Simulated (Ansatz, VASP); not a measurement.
SiGe5: VASP beside Ansatz

The input POSCAR:

```
SiGe5
1.0
    3.9030133905      0.0000000000      0.0000000000
   -1.9515066952      3.3801087474      0.0000000000
    0.0000000000      0.0000000000      9.5312211459
Si Ge
1 5
Direct
    0.0000000000      0.0000000000     -0.0000873144
    0.6666666667      0.3333333333      0.6680960126
    0.3333333333      0.6666666667      0.3315525354
    0.6666666667      0.3333333333      0.9207788447
    0.3333333333      0.6666666667      0.5833341071
    0.0000000000      0.0000000000      0.2463258147
```

File INCAR.step1:

```
SYSTEM = SiGe5
PREC = Accurate
ENCUT = 520
ISMEAR = 0
SIGMA = 0.01
LREAL = .FALSE.
LASPH = .TRUE.
NELM = 80
NBANDS = 46
GGA = PE
ALGO = Normal
EDIFF = 1E-4
LWAVE = .TRUE.
LCHARG = .FALSE.
```

Contents of INCAR.step2:

```
SYSTEM = SiGe5
PREC = Accurate
ENCUT = 520
EDIFF = 1E-6
ISMEAR = 0
SIGMA = 0.01
LREAL = .FALSE.
LASPH = .TRUE.
NELM = 80
ALGO = Normal
ISIF = 2
LWAVE = .FALSE.
LCHARG = .TRUE.
METAGGA = R2SCAN
LMIXTAU = .TRUE.
LELF = .TRUE.
LVHAR = .TRUE.
NBANDS = 46
ISTART = 1
```

File KPOINTS:

```
Automatic mesh
0
G
  6 6 2
  0 0 0
```

Input for Ansatz:

```yaml
crystal:
  lattice:
    - [3.9030133905, 0.0, 0.0]
    - [-1.9515066952, 3.3801087474, 0.0]
    - [0.0, 0.0, 9.5312211459]
  atoms:
    - { symbol: Si, position: [0.0, 0.0, -8.73144e-05] }
    - { symbol: Ge, position: [0.6666666667, 0.3333333333, 0.6680960126] }
    - { symbol: Ge, position: [0.3333333333, 0.6666666667, 0.3315525354] }
    - { symbol: Ge, position: [0.6666666667, 0.3333333333, 0.9207788447] }
    - { symbol: Ge, position: [0.3333333333, 0.6666666667, 0.5833341071] }
    - { symbol: Ge, position: [0.0, 0.0, 0.2463258147] }
kpoints:
  mp_grid: { grid: [6, 6, 2] }
hamiltonian:
  xc: r2scan
scf:
  occupations: { method: fixed }
  n_extra_bands: 5
output:
  forces: true
  stress: true
  eigenvalues: true
```

Alike in both runs: task single point; functional r2SCAN; k mesh 6 × 6 × 2; no spin polarisation.

```csv
,VASP,Ansatz
version,VASP 6.6.1,Ansatz 0.2.0
potentials or method,"VASP PAW PBE potentials, release 64 (Si, Ge_d)","plane waves, PAW"
plane-wave cutoff (eV),520,500
occupations,"gaussian, width 0.01 eV",fixed
valence electrons in the cell,74,74
```

```tsv
	VASP	Ansatz	Ansatz less VASP
gap on the k mesh at the Fermi level (eV)	0.79	0.80	+0.007
pressure (GPa)	5.5	5.4	-0.05
rms of the force components (eV/Å)	0.015	0.013	-0.0014
```

VASP's potentials were made for PBE, not for r2SCAN. Atom by atom the forces differ by 0.005 eV/Å (rms over components).
